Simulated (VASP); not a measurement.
# GaN (P6_3mc) in VASP: further runs

GaN is run at these levels: r2SCAN; tasks: single point.

Program: VASP 6.6.1. These are calculated values, not measurements. Logs are shortened: lines on timing, memory, paths and dates and some standing lists are left out, and cuts for length are marked.

**1. The cell of the first run**

It takes space group P6_3mc (No. 186, hexagonal). The conventional cell has a = 3.183 Å, b = 3.183 Å, c = 5.184 Å, α = 90.00°, β = 90.00°, γ = 120.00°. Ga (site symmetry 3m) has 4 N at 1.95 Å within 2.6 Å. Within 2.6 Å of N (site symmetry 3m) lie 4 Ga at 1.95 Å.

**2. Single point, r2SCAN**

POSCAR

```
GaN
1.0
    3.1830969030      0.0000000000      0.0000000000
   -1.5915484515      2.7566427807      0.0000000000
    0.0000000000      0.0000000000      5.1835829206
Ga N
2 2
Direct
    0.6666666667      0.3333333333      0.4991072756
    0.3333333333      0.6666666667      0.9991072756
    0.6666666667      0.3333333333      0.8758927244
    0.3333333333      0.6666666667      0.3758927244
```

INCAR.step1

```
PREC = Accurate
ENCUT = 520
ISMEAR = 0
SIGMA = 0.02
LREAL = F
LASPH = T
NELM = 100
NBANDS = 26
GGA = PE
ALGO = Normal
EDIFF = 1E-4
LWAVE = T
LCHARG = F
```

INCAR.step2

```
PREC = Accurate
ENCUT = 520
EDIFF = 1E-6
ISMEAR = 0
SIGMA = 0.02
LREAL = F
LASPH = T
NELM = 100
ALGO = Normal
ISIF = 2
LWAVE = F
LCHARG = F
METAGGA = R2SCAN
LMIXTAU = T
NBANDS = 26
ISTART = 1
```

KPOINTS

```
Automatic mesh
0
Gamma
  12 12 6
```

Potentials or basis: VASP PAW PBE potentials, release 64 (Ga_d, N).

Launch:

```bash
$ cat potpaw_PBE.64/Ga_d/POTCAR potpaw_PBE.64/N/POTCAR > POTCAR
$ cp INCAR.step1 INCAR
$ mpirun -np 1 vasp_std > vasp.out
$ cp INCAR.step2 INCAR
$ mpirun -np 1 vasp_std > vasp.out
```

OUTCAR:

```text
PREC = Accurate
   ENCUT = 520
   EDIFF = 1E-6
   ISMEAR = 0
   LREAL = F
   LASPH = T
   NELM = 100
   ISIF = 2
   METAGGA = R2SCAN
   ISTART = 1

 ion  position               nearest neighbor table
   1  0.667  0.333  0.499-   4 1.95   4 1.95   4 1.95   3 1.95
   2  0.333  0.667  0.999-   3 1.95   3 1.95   3 1.95   4 1.95
   3  0.667  0.333  0.876-   2 1.95   2 1.95   2 1.95   1 1.95
   4  0.333  0.667  0.376-   1 1.95   1 1.95   1 1.95   2 1.95

  LATTYP: Found a hexagonal cell.
 ALAT       =     3.1830969030
 C/A-ratio  =     1.6284716044

  Lattice vectors:

 A1 = (   3.1830969030,   0.0000000000,   0.0000000000)
 A2 = (  -1.5915484515,   2.7566427807,   0.0000000000)
 A3 = (   0.0000000000,   0.0000000000,   5.1835829206)

Analysis of symmetry for initial positions (statically):
=====================================================================
 Subroutine PRICEL returns:
 Original cell was already a primitive cell.

 Routine SETGRP: Setting up the symmetry group for a
 hexagonal supercell.

 Subroutine GETGRP returns: Found 12 space group operations
 (whereof  6 operations were pure point group operations)
 out of a pool of 24 trial point group operations.

The static configuration has the point symmetry C_3v.
 The point group associated with its full space group is C_6v.

Analysis of symmetry for dynamics (positions and initial velocities):
=====================================================================
 Subroutine PRICEL returns:
 Original cell was already a primitive cell.

 Routine SETGRP: Setting up the symmetry group for a
 hexagonal supercell.

 Subroutine GETGRP returns: Found 12 space group operations
 (whereof  6 operations were pure point group operations)
 out of a pool of 24 trial point group operations.

The dynamic configuration has the point symmetry C_3v.
 The point group associated with its full space group is C_6v.

 Subroutine INISYM returns: Found 12 space group operations
 (whereof  6 operations are pure point group operations),
 and found     1 'primitive' translations

----------------------------------------------------------------------------------------

                                     Primitive cell

  volume of cell :      45.4842

  direct lattice vectors                    reciprocal lattice vectors
     3.183096903  0.000000000  0.000000000     0.314159459  0.181380048  0.000000000
    -1.591548452  2.756642781  0.000000000     0.000000000  0.362760096  0.000000000
     0.000000000  0.000000000  5.183582921     0.000000000  0.000000000  0.192916756

  length of vectors
     3.183096903  3.183096903  5.183582921     0.362760096  0.362760096  0.192916756

  position of ions in fractional coordinates (direct lattice)
     0.666666667  0.333333333  0.499107276
     0.333333333  0.666666667  0.999107276
     0.666666667  0.333333333  0.875892724
     0.333333333  0.666666667  0.375892724

  ion indices of the primitive-cell ions
   primitive index   ion index
                 1           1
                 2           2
                 3           3
                 4           4

----------------------------------------------------------------------------------------

 KPOINTS: Automatic mesh

Automatic generation of k-mesh.
 Grid dimensions read from file:
 generate k-points for:   12   12    6

 Generating k-lattice:

  Cartesian coordinates                     Fractional coordinates (reciprocal lattice)
     0.026179955  0.015115004  0.000000000     0.083333333  0.000000000  0.000000000
     0.000000000  0.030230008  0.000000000     0.000000000  0.083333333  0.000000000
     0.000000000  0.000000000  0.032152793     0.000000000  0.000000000  0.166666667

  Length of vectors
     0.030230008  0.030230008  0.032152793

  Shift w.r.t. Gamma in fractional coordinates (k-lattice)
     0.000000000  0.000000000  0.000000000

 Subroutine IBZKPT returns following result:
 ===========================================

 Found     76 irreducible k-points:

 Following reciprocal coordinates:
            Coordinates               Weight
  0.000000  0.000000  0.000000      1.000000
  0.083333  0.000000  0.000000      6.000000
  0.166667  0.000000  0.000000      6.000000
  0.250000 -0.000000  0.000000      6.000000
  0.333333 -0.000000  0.000000      6.000000
  0.416667  0.000000  0.000000      6.000000
[... 16 lines left out ...]
  0.250000 -0.000000  0.166667     12.000000
  0.333333 -0.000000  0.166667     12.000000
 [... further k-points ...]
   k-points           NKPTS =     76   k-points in BZ     NKDIM =     76   number of bands    NBANDS=     26
   number of dos      NEDOS =    301   number of ions     NIONS =      4
   total plane-waves  NPLWV =  23040
   dimension x,y,z NGX =    24 NGY =   24 NGZ =   40
   dimension x,y,z NGXF=    48 NGYF=   48 NGZF=   80
   ions per type =               2   2
   NGX,Y,Z   is equivalent  to a cutoff of  12.53, 12.53, 12.83 a.u.
   NGXF,Y,Z  is equivalent  to a cutoff of  25.07, 25.07, 25.66 a.u.
 SYSTEM =  unknown system
   PREC   = accura    normal or accurate (medium, high low for compatibility)
   ISTART =      1    job   : 0-new  1-cont  2-samecut
   ICHARG =      0    charge: 1-file 2-atom 10-const
   ISPIN  =      1    spin polarized calculation?
   LNONCOLLINEAR =      F non collinear calculations
   LSORBIT =      F    spin-orbit coupling
   LASPH  =      T    aspherical Exc in radial PAW
   ENCUT  =  520.0 eV  38.22 Ry    6.18 a.u.   5.92  5.92  9.64*2*pi/ulx,y,z
   NELM   =    100;   NELMIN=  2; NELMDL=  0     # of ELM steps
   EDIFF  = 0.1E-05   stopping-criterion for ELM
   LREAL  =      F    real-space projection
   EDIFFG = 0.1E-04   stopping-criterion for IOM
   NSW    =      0    number of steps for IOM
   IBRION =     -1    ionic relax: 0-MD 1-quasi-New 2-CG
   NFREE  =      0    steps in history (QN), initial steepest desc. (CG)
   ISIF   =      2    stress and relaxation
   ISYM   =      2    0-nonsym 1-usesym 2-fastsym
   POTIM  = 0.5000    time-step for ionic-motion
   TEBEG  =    0.0;   TEEND  =   0.0 temperature during run
   PSTRESS=    0.0 pullay stress
   NELECT =      36.0000    total number of electrons
   NUPDOWN=      -1.0000    fix difference up-down
   EMIN   =  10.00;   EMAX   =-10.00  energy-range for DOS
   EFERMI =   0.00;   METHOD = LEGACY
   ISMEAR =     0;   SIGMA  =   0.02  broadening in eV -4-tet -1-fermi 0-gaus
   EFERMI_NEDOS =   21; number of points for ismear=-14 and -15
   IALGO  =     38    algorithm
   IMIX   =      4    mixing-type and parameters
     AMIX     =   0.40;   BMIX     =  1.00
     AMIX_MAG =   1.60;   BMIX_MAG =  1.00
  volume/ion in A,a.u.               =      11.37        76.74
  Fermi-wavevector in a.u.,A,eV,Ry     =   1.514336  2.861680 31.201057  2.293213
  Thomas-Fermi vector in A             =   2.624007
   LORBIT       =      0    0 simple, 1 ext, 2 COOP (PROOUT), +10 PAW based schemes
   METAGGA = R2SCAN    functional components
   LHFCALC =     F    Hartree Fock is set to
   AEXX    =    0.0000 exact exchange contribution
   IVDW    =     0    specifies the selected vdW correction
   LEPSILON=     F    determine dielectric tensor
   LRPA    =     F    only Hartree local field effects (RPA)
 non-spin polarized calculation
 Gauss-broadening in eV      SIGMA  =   0.02
  energy-cutoff  :      520.00
  volume of cell :       45.48
 maximum number of plane-waves:      1248
 NGX is ok and might be reduce to    24
   NGX = 11   NGY = 11   NGZ = 19

 number of electron      35.9999993 magnetization

 Free energy of the ion-electron system (eV)
  ---------------------------------------------------
  ext. energy  EPLUGINS =         0.00000000
  ---------------------------------------------------
  free energy    TOTEN  =       -43.82087941 eV

  energy without entropy =      -43.82087941  energy(sigma->0) =      -43.82087941

 E-fermi :   5.2720     XC(G=0): -12.6638

 val. band max:        5.1016376751   @ k =   0.0000   0.0000   0.0000
 cond. band min:       7.4454967971   @ k =   0.0000   0.0000   0.0000
 fundamental gap:      2.3438591220
 Fermi energy:         5.2719864944

 k-point     1 :       0.0000    0.0000    0.0000
  band No.  band energies     occupation
      1     -11.7108      2.00000
      2     -10.7043      2.00000
      3      -8.7269      2.00000
      4      -8.7110      2.00000
      5      -8.7110      2.00000
      6      -8.6425      2.00000
[... 18 lines left out ...]
     25      17.5894      0.00000
     26      17.5894      0.00000

 k-point     2 :       0.0833    0.0000    0.0000
  band No.  band energies     occupation
      1     -11.6414      2.00000
      2     -10.6838      2.00000
      3      -8.7205      2.00000
      4      -8.7005      2.00000
      5      -8.6875      2.00000
      6      -8.6339      2.00000
[... 18 lines left out ...]
     25      17.2312      0.00000
     26      17.7555      0.00000

 k-point     3 :       0.1667    0.0000    0.0000
  band No.  band energies     occupation
      1     -11.4507      2.00000
      2     -10.6326      2.00000
      3      -8.6952      2.00000
      4      -8.6743      2.00000
      5      -8.6260      2.00000
      6      -8.5950      2.00000
[... 18 lines left out ...]
     25      17.2595      0.00000
     26      18.1407      0.00000

 k-point     4 :       0.2500   -0.0000    0.0000
  band No.  band energies     occupation
      1     -11.1919      2.00000
      2     -10.5739      2.00000
      3      -8.6675      2.00000
      4      -8.6471      2.00000
      5      -8.5742      2.00000
      6      -8.5358      2.00000
[... 18 lines left out ...]
     25      17.2877      0.00000
     26      18.6662      0.00000

 k-point     5 :       0.3333   -0.0000    0.0000
  band No.  band energies     occupation
      1     -10.9446      2.00000
      2     -10.5291      2.00000
      3      -8.6513      2.00000
      4      -8.6313      2.00000
      5      -8.5373      2.00000
      6      -8.4845      2.00000
[... 18 lines left out ...]
     25      17.4788      0.00000
     26      19.1229      0.00000

 k-point     6 :       0.4167    0.0000    0.0000
  band No.  band energies     occupation
      1     -10.7770      2.00000
      2     -10.5069      2.00000
      3      -8.6484      2.00000
      4      -8.6263      2.00000
      5      -8.5205      2.00000
      6      -8.4654      2.00000
[... 427 lines left out ...]
 k-point    21 :       0.0833    0.0000    0.1667
  band No.  band energies     occupation
      1     -11.5623      2.00000
      2     -10.7233      2.00000
      3      -8.7098      2.00000
      4      -8.6979      2.00000
      5      -8.6735      2.00000
      6      -8.6405      2.00000
[... 18 lines left out ...]
     25      17.0778      0.00000
     26      17.4904      0.00000

 k-point    22 :       0.1667    0.0000    0.1667
  band No.  band energies     occupation
      1     -11.3790      2.00000
      2     -10.6636      2.00000
      3      -8.6900      2.00000
      4      -8.6703      2.00000
      5      -8.6258      2.00000
      6      -8.5964      2.00000
[... 18 lines left out ...]
     25      16.8681      0.00000
     26      17.9177      0.00000

 k-point    23 :       0.2500   -0.0000    0.1667
  band No.  band energies     occupation
      1     -11.1330      2.00000
      2     -10.5943      2.00000
      3      -8.6665      2.00000
      4      -8.6402      2.00000
      5      -8.5867      2.00000
      6      -8.5437      2.00000
[... 18 lines left out ...]
     25      16.9950      0.00000
     26      18.4915      0.00000

 k-point    24 :       0.3333   -0.0000    0.1667
  band No.  band energies     occupation
      1     -10.9009      2.00000
      2     -10.5400      2.00000
      3      -8.6544      2.00000
      4      -8.6210      2.00000
      5      -8.5542      2.00000
      6      -8.4931      2.00000
[... 18 lines left out ...]
     25      17.2388      0.00000
     26      19.0353      0.00000

 [... further k-points ...]

------------------------ aborting loop because EDIFF is reached ----------------------------------------

  FORCE on cell =-STRESS in cart. coord.  units (eV):
  Direction    XX          YY          ZZ          XY          YZ          ZX
  --------------------------------------------------------------------------------------
  -------------------------------------------------------------------------------------
  Total        0.3187724      0.3187724      0.2818225      0.0000000      0.0000000      0.0000000
  in kB       11.2287378     11.2287378      9.9271803      0.0000000      0.0000000      0.0000000
  external PRESSURE =      10.7948853 kB  Pullay stress =       0.0000000 kB

 VOLUME and BASIS-vectors are now :
 -----------------------------------------------------------------------------
  energy-cutoff  :      520.00
  volume of cell :       45.48
      direct lattice vectors                 reciprocal lattice vectors
     3.183096903  0.000000000  0.000000000     0.314159459  0.181380048  0.000000000
    -1.591548452  2.756642781  0.000000000     0.000000000  0.362760096  0.000000000
     0.000000000  0.000000000  5.183582921     0.000000000  0.000000000  0.192916756

 POSITION                                       TOTAL-FORCE (eV/Angst)
 -----------------------------------------------------------------------------------
      1.59155      0.91888      2.58716        -0.000000      0.000000      0.005657
     -0.00000      1.83776      5.17896         0.000000     -0.000000      0.005657
      1.59155      0.91888      4.54026         0.000000      0.000000     -0.005657
     -0.00000      1.83776      1.94847         0.000000      0.000000     -0.005657
 -----------------------------------------------------------------------------------
    total drift:                                0.000002      0.000004      0.034416

  FREE ENERGIE OF THE ION-ELECTRON SYSTEM (eV)
  ---------------------------------------------------
  free  energy   TOTEN  =       -43.8208794102 eV

  energy  without entropy=      -43.8208794102  energy(sigma->0) =      -43.82087941
```

Run time: 5.7 min. Hardware: 1 thread of Intel Xeon 8259CL, shared host; peak memory 0.22 GiB.

What came out:

```yaml
Free_energy: -43.8209 eV
Pressure: 1.1 GPa
Largest_force: 0.006 eV/Å
Band_gap_on_the_k_mesh: 2.34 eV
```

Forces in eV/Å, atoms in the order of the input:
```
Ga   0.000  0.000  0.006
Ga   0.000  0.000  0.006
N    0.000  0.000 -0.006
N    0.000  0.000 -0.006
```

Levels at points of the mesh, in eV from the valence-band top:
```
           k point  band 16  band 17  band 18  band 19  band 20  band 21
(0.00, 0.00, 0.00)    -0.04     0.00     0.00     2.34     4.81     9.96
(0.50, 0.00, 0.00)    -2.84    -2.24    -1.03     5.58     6.12     6.55
(0.00, 0.00, 0.50)    -0.55    -0.55    -0.55     4.77     4.77     9.18
(0.50, 0.00, 0.50)    -2.01    -1.95    -1.95     4.89     4.89     8.42
```

Caveat: the PAW data sets were made with another functional, which shifts forces and pressure a little.

**3. Single point, r2SCAN**

POSCAR is that of step 2.

INCAR.step1

```
SYSTEM = GaN
  PREC = Accurate
  ENCUT = 520
  ISMEAR = 0
  SIGMA = 0.01
  LREAL = .FALSE.
  LASPH = .TRUE.
  NELM = 100
  NBANDS = 26
  GGA = PE
  ALGO = Normal
  EDIFF = 1E-4
  LWAVE = .TRUE.
  LCHARG = .FALSE.
```

INCAR.step2

```
SYSTEM = GaN
  PREC = Accurate
  ENCUT = 520
  EDIFF = 1E-6
  ISMEAR = 0
  SIGMA = 0.01
  LREAL = .FALSE.
  LASPH = .TRUE.
  NELM = 100
  ALGO = Normal
  ISIF = 2
  LWAVE = .FALSE.
  LCHARG = .FALSE.
  METAGGA = R2SCAN
  LMIXTAU = .TRUE.
  NBANDS = 26
  ISTART = 1
```

KPOINTS

```
regular mesh
0
G
  12 12 6
  0 0 0
```

Potentials or basis: VASP PAW PBE potentials, release 64 (Ga_d, N).

Launch:

```bash
$ cat potpaw_PBE.64/Ga_d/POTCAR potpaw_PBE.64/N/POTCAR > POTCAR
$ cp INCAR.step1 INCAR
$ mpirun -np 1 vasp_std > vasp.out
$ cp INCAR.step2 INCAR
$ mpirun -np 1 vasp_std > vasp.out
```

It took 5.7 min on 1 thread of Intel Xeon 8259CL, shared host; peak memory 0.22 GiB.

Results (log left out):

```
Free energy            : -43.8209 eV
Pressure               : 1.1 GPa
Largest force          : 0.006 eV/Å
Band gap on the k mesh : 2.34 eV
```

Forces in eV/Å, atoms in the order of the input:
```
Ga   0.000  0.000  0.006
Ga   0.000  0.000  0.006
N    0.000  0.000 -0.006
N    0.000  0.000 -0.006
```

Stress tensor (GPa, compression positive):
```
1.12 0.00 0.00
0.00 1.12 0.00
0.00 0.00 0.99
```

Levels at points of the mesh, in eV from the valence-band top:
| k point | band 15 | band 16 | band 17 | band 18 | band 19 | band 20 | band 21 | band 22 |
| --- | --- | --- | --- | --- | --- | --- | --- | --- |
| (0.00, 0.00, 0.00) | -1.07 | -0.04 | 0.00 | 0.00 | 2.34 | 4.81 | 9.96 | 10.59 |
| (0.50, 0.00, 0.00) | -4.30 | -2.84 | -2.24 | -1.03 | 5.58 | 6.12 | 6.55 | 9.35 |
| (0.00, 0.00, 0.50) | -0.55 | -0.55 | -0.55 | -0.55 | 4.77 | 4.77 | 9.18 | 9.18 |
| (0.50, 0.00, 0.50) | -2.01 | -2.01 | -1.95 | -1.95 | 4.89 | 4.89 | 8.42 | 8.42 |

Caveat: the PAW data sets were made with another functional, which shifts forces and pressure a little.
